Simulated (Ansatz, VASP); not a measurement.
One calculation of SiBBr, two programs

```
CELL_PARAMETERS angstrom
3.42674 0.00000 0.00000
0.00000 3.42674 0.00000
0.00000 0.00000 5.40748
ATOMIC_POSITIONS crystal
Si 0.00000 0.00000 0.50000
B 0.50000 0.50000 0.00000
Br 0.00000 0.00000 0.00000
```

Alike in both runs: functional PBE; k mesh 14 × 14 × 10; occupations gaussian, width 0.1 eV; no spin polarisation.

Ansatz relaxed the structure, and its values are those at the end. VASP's run is a single point on that final structure, the one shown.

|  | VASP | Ansatz |
| --- | --- | --- |
| version | VASP 6.6.1 | Ansatz 0.2.0 |
| potentials or method | VASP PAW PBE potentials, release 64 (Si, B, Br), cutoff 520 eV | scalar-relativistic, plane waves, PAW |
| valence electrons in the cell | 14 | 14 |

|  | VASP | Ansatz | Ansatz less VASP |
| --- | --- | --- | --- |
| gap on the k mesh at the Fermi level (eV) | none | none | - |
| pressure (GPa) | 0.0 | 0.0 | 0.00 |

A gap of «none» marks a metal or a gap that the smearing closes.
